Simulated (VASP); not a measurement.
# Ga in VASP: single point with PBE

Aim: the single point of Ga with PBE.

Everything below comes from runs of VASP 6.6.1. Logs are shortened: lines on timing, memory, paths and dates and some standing lists are left out, and cuts for length are marked.

## (1) The cell of the first run

The cell holds a molecule in a box, 1 atom: a = 15.000 Å, b = 15.500 Å, c = 16.000 Å, α = 90.00°, β = 90.00°, γ = 90.00°.

## (2) Single point, PBE, collinear spin

INCAR

```
PREC = Accurate ; ENCUT = 520
EDIFF = 1E-6 ; ISMEAR = 0
SIGMA = 0.005 ; LREAL = F
LASPH = T ; NELM = 150
ALGO = Normal ; ISIF = 2
LWAVE = F ; LCHARG = F
ISPIN = 2 ; MAGMOM = 1
LORBIT = 11 ; GGA = PE
NBANDS = 16 ; ISYM = 0
```

KPOINTS

```
regular mesh
0
Gamma
  1 1 1
```

POSCAR

```
Ga
1.0
   15.0000000000      0.0000000000      0.0000000000
    0.0000000000     15.5000000000      0.0000000000
    0.0000000000      0.0000000000     16.0000000000
Ga
1
Direct
    0.5000000000      0.5000000000      0.5000000000
```

Potentials or basis: VASP PAW PBE potentials, release 64 (Ga_d).

On the command line:

```console
> cat potpaw_PBE.64/Ga_d/POTCAR > POTCAR
> mpirun -np 1 vasp_gam > vasp.out
```

OUTCAR:

```text
PREC = Accurate
   ENCUT = 520
   EDIFF = 1E-6
   ISMEAR = 0
   LREAL = F
   LASPH = T
   NELM = 150
   ISIF = 2
   ISPIN = 2
   LORBIT = 11
   GGA = PE
   ISYM = 0

 ion  position               nearest neighbor table
   1  0.500  0.500  0.500-

IMPORTANT INFORMATION: All symmetrisations will be switched off!
NOSYMM: (Re-)initialisation of all symmetry stuff for point group C_1.

----------------------------------------------------------------------------------------

                                     Primitive cell

  volume of cell :    3720.0000

  direct lattice vectors                    reciprocal lattice vectors
    15.000000000  0.000000000  0.000000000     0.066666667  0.000000000  0.000000000
     0.000000000 15.500000000  0.000000000     0.000000000  0.064516129  0.000000000
     0.000000000  0.000000000 16.000000000     0.000000000  0.000000000  0.062500000

  length of vectors
    15.000000000 15.500000000 16.000000000     0.066666667  0.064516129  0.062500000

  position of ions in fractional coordinates (direct lattice)
     0.500000000  0.500000000  0.500000000

  ion indices of the primitive-cell ions
   primitive index   ion index
                 1           1

----------------------------------------------------------------------------------------

 KPOINTS: regular mesh

Automatic generation of k-mesh.
 Grid dimensions read from file:
 generate k-points for:    1    1    1

 Generating k-lattice:

  Cartesian coordinates                     Fractional coordinates (reciprocal lattice)
     0.066666667  0.000000000  0.000000000     1.000000000  0.000000000  0.000000000
     0.000000000  0.064516129  0.000000000     0.000000000  1.000000000  0.000000000
     0.000000000  0.000000000  0.062500000     0.000000000  0.000000000  1.000000000

  Length of vectors
     0.066666667  0.064516129  0.062500000

  Shift w.r.t. Gamma in fractional coordinates (k-lattice)
     0.000000000  0.000000000  0.000000000

 Subroutine IBZKPT returns following result:
 ===========================================

 Found      1 irreducible k-points:

 Following reciprocal coordinates:
            Coordinates               Weight
  0.000000  0.000000  0.000000      1.000000
   k-points           NKPTS =      1   k-points in BZ     NKDIM =      1   number of bands    NBANDS=     16
   number of dos      NEDOS =    301   number of ions     NIONS =      1
   total plane-waves  NPLWV = ******
   dimension x,y,z NGX =   112 NGY =  120 NGZ =  120
   dimension x,y,z NGXF=   224 NGYF=  240 NGZF=  240
   ions per type =               1
   NGX,Y,Z   is equivalent  to a cutoff of  12.41, 12.87, 12.47 a.u.
   NGXF,Y,Z  is equivalent  to a cutoff of  24.83, 25.74, 24.94 a.u.
 SYSTEM =  unknown system
   PREC   = accura    normal or accurate (medium, high low for compatibility)
   ISTART =      0    job   : 0-new  1-cont  2-samecut
   ICHARG =      2    charge: 1-file 2-atom 10-const
   ISPIN  =      2    spin polarized calculation?
   LNONCOLLINEAR =      F non collinear calculations
   LSORBIT =      F    spin-orbit coupling
   LASPH  =      T    aspherical Exc in radial PAW
   ENCUT  =  520.0 eV  38.22 Ry    6.18 a.u.  27.89 28.82 29.75*2*pi/ulx,y,z
   NELM   =    150;   NELMIN=  2; NELMDL= -5     # of ELM steps
   EDIFF  = 0.1E-05   stopping-criterion for ELM
   LREAL  =      F    real-space projection
   EDIFFG = 0.1E-04   stopping-criterion for IOM
   NSW    =      0    number of steps for IOM
   IBRION =     -1    ionic relax: 0-MD 1-quasi-New 2-CG
   NFREE  =      0    steps in history (QN), initial steepest desc. (CG)
   ISIF   =      2    stress and relaxation
   ISYM   =      0    0-nonsym 1-usesym 2-fastsym
   POTIM  = 0.5000    time-step for ionic-motion
   TEBEG  =    0.0;   TEEND  =   0.0 temperature during run
   PSTRESS=    0.0 pullay stress
   NELECT =      13.0000    total number of electrons
   NUPDOWN=      -1.0000    fix difference up-down
   EMIN   =  10.00;   EMAX   =-10.00  energy-range for DOS
   EFERMI =   0.00;   METHOD = LEGACY
   ISMEAR =     0;   SIGMA  =   0.01  broadening in eV -4-tet -1-fermi 0-gaus
   EFERMI_NEDOS =   21; number of points for ismear=-14 and -15
   IALGO  =     38    algorithm
   IMIX   =      4    mixing-type and parameters
     AMIX     =   0.40;   BMIX     =  1.00
     AMIX_MAG =   1.60;   BMIX_MAG =  1.00
  volume/ion in A,a.u.               =    3720.00     25103.80
  Fermi-wavevector in a.u.,A,eV,Ry     =   0.248432  0.469469  0.839734  0.061719
  Thomas-Fermi vector in A             =   1.062816
   LORBIT       =     11    0 simple, 1 ext, 2 COOP (PROOUT), +10 PAW based schemes
   GGA     = PE    functional components
   LHFCALC =     F    Hartree Fock is set to
   AEXX    =    0.0000 exact exchange contribution
   IVDW    =     0    specifies the selected vdW correction
   LEPSILON=     F    determine dielectric tensor
   LRPA    =     F    only Hartree local field effects (RPA)
 spin polarized calculation
 Gauss-broadening in eV      SIGMA  =   0.01
  energy-cutoff  :      520.00
  volume of cell :     3720.00
 maximum number of plane-waves:     50071
 NGX is ok and might be reduce to   112
   NGX = 55   NGY = 57   NGZ = 59

 number of electron      13.0000007 magnetization       1.0000000

 Free energy of the ion-electron system (eV)
  ---------------------------------------------------
  ext. energy  EPLUGINS =         0.00000000
  ---------------------------------------------------
  free energy    TOTEN  =        -0.28719063 eV

  energy without entropy =       -0.28719063  energy(sigma->0) =       -0.28719063

 E-fermi :  -2.8298     XC(G=0):  -0.2975

 val. band max:       -2.8805719037   @ k =   0.0000   0.0000   0.0000
 cond. band min:      -2.6197225578   @ k =   0.0000   0.0000   0.0000
 fundamental gap:      0.2608493460
 Fermi energy:        -2.8298391963

 spin component 1

 k-point     1 :       0.0000    0.0000    0.0000
  band No.  band energies     occupation
      1     -19.1686      1.00000
      2     -19.1686      1.00000
      3     -18.9966      1.00000
      4     -18.9965      1.00000
      5     -18.9314      1.00000
      6      -9.0708      1.00000
      7      -2.8806      1.00000
      8      -2.6197      0.00000
      9      -2.6195      0.00000
     10      -0.4342      0.00000
     11       0.2984      0.00000
     12       0.3039      0.00000
     13       0.4460      0.00000
     14       0.4485      0.00000
     15       0.4739      0.00000
     16       0.4889      0.00000
 Fermi energy:        -2.8298391963

 spin component 2

 k-point     1 :       0.0000    0.0000    0.0000
  band No.  band energies     occupation
      1     -19.1671      1.00000
      2     -19.1671      1.00000
      3     -18.9103      1.00000
      4     -18.9102      1.00000
      5     -18.8299      1.00000
      6      -8.4920      1.00000
      7      -2.2849      0.00000
      8      -2.2844      0.00000
      9      -1.5975      0.00000
     10      -0.0886      0.00000
     11       0.4476      0.00000
     12       0.5867      0.00000
     13       0.5878      0.00000
     14       0.6235      0.00000
     15       0.6493      0.00000
     16       0.6700      0.00000

------------------------ aborting loop because EDIFF is reached ----------------------------------------

  FORCE on cell =-STRESS in cart. coord.  units (eV):
  Direction    XX          YY          ZZ          XY          YZ          ZX
  --------------------------------------------------------------------------------------
  -------------------------------------------------------------------------------------
  Total       -0.0113769     -0.0164289     -0.0055385      0.0017209     -0.0098046      0.0052053
  in kB       -0.0049000     -0.0070758     -0.0023854      0.0007412     -0.0042228      0.0022419
  external PRESSURE =      -0.0047870 kB  Pullay stress =       0.0000000 kB

 VOLUME and BASIS-vectors are now :
 -----------------------------------------------------------------------------
  energy-cutoff  :      520.00
  volume of cell :     3720.00
      direct lattice vectors                 reciprocal lattice vectors
    15.000000000  0.000000000  0.000000000     0.066666667  0.000000000  0.000000000
     0.000000000 15.500000000  0.000000000     0.000000000  0.064516129  0.000000000
     0.000000000  0.000000000 16.000000000     0.000000000  0.000000000  0.062500000

 POSITION                                       TOTAL-FORCE (eV/Angst)
 -----------------------------------------------------------------------------------
      7.50000      7.75000      8.00000         0.000000     -0.000000     -0.000001
 -----------------------------------------------------------------------------------
    total drift:                                0.000000     -0.000000     -0.000001

  FREE ENERGIE OF THE ION-ELECTRON SYSTEM (eV)
  ---------------------------------------------------
  free  energy   TOTEN  =        -0.2871906251 eV

  energy  without entropy=       -0.2871906251  energy(sigma->0) =       -0.28719063

 total charge

# of ion       s       p       d       tot
------------------------------------------
    1        1.193   0.280   9.914  11.387

 magnetization (x)

# of ion       s       p       d       tot
------------------------------------------
    1       -0.007   0.280  -0.002   0.271
```

Wall time 14 min (1 thread of Intel Xeon Platinum 8488C (Sapphire Rapids), shared host); peak memory 3.4 GiB.

Results:

```
Free energy                                           : -0.2872 eV
Gap between the frontier levels                       : 0.26 eV
Net moment                                            : 1.00 μB per cell
Site moments                                          : Ga +0.27 μB
Valence electrons inside the program's atomic spheres : Ga 11.39
```

Levels at points of the mesh, in eV from the valence-band top:
Spin up:
| k point | band 5 | band 6 | band 7 | band 8 | band 9 | band 10 |
| --- | --- | --- | --- | --- | --- | --- |
| (0.00, 0.00, 0.00) | -16.05 | -6.19 | 0.00 | 0.26 | 0.26 | 2.45 |
Spin down:
| k point | band 2 | band 3 | band 4 | band 5 | band 6 | band 7 | band 8 | band 9 | band 10 | band 11 |
| --- | --- | --- | --- | --- | --- | --- | --- | --- | --- | --- |
| (0.00, 0.00, 0.00) | -16.29 | -16.03 | -16.03 | -15.95 | -5.61 | 0.60 | 0.60 | 1.28 | 2.79 | 3.33 |
